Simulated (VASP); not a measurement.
Here is a VASP 6.6.1 calculation.

Contents of INCAR:

```
PREC = Accurate
ENCUT = 600
EDIFF = 1E-7
ISMEAR = -1
SIGMA = 0.02
LREAL = False
LASPH = True
NELM = 60
ALGO = Normal
ISIF = 3
LWAVE = False
LCHARG = False
GGA = PE
IVDW = 13
IBRION = 2
NSW = 80
EDIFFG = -0.005
```

File KPOINTS:

```
Automatic mesh
0
Gamma
  12 12 4
```

POSCAR

```
MoS2
1.0
    3.1488734175      0.0000000000      0.0000000000
   -1.5744367087      2.7270043728      0.0000000000
    0.0000000000      0.0000000000      6.6888564931
Mo S
1 2
Direct
    0.0000000000      0.0000000000      0.0000000000
    0.3333333333      0.6666666667      0.2343339917
    0.3333333333      0.6666666667      0.7656660083
```

Potentials or basis: VASP PAW PBE potentials, release 64 (Mo_sv, S).

Run with:

```bash
$ cat potpaw_PBE.64/Mo_sv/POTCAR potpaw_PBE.64/S/POTCAR > POTCAR
$ mpirun -np 1 vasp_std > vasp.out
```

(1) Predict the relaxed cell.

(2) What does it give for the relaxed volume?

(3) Predict the band gap on the k mesh.

(4) Estimate the dispersion energy per atom.

Results:

(1) a = 3.152 Å, b = 3.152 Å, c = 6.681 Å, α = 90.00°, β = 90.00°, γ = 120.00°.

(2) 19.16 Å³/atom.

(3) 1.24 eV, indirect (least direct gap 1.75 eV).

(4) -0.398 eV.
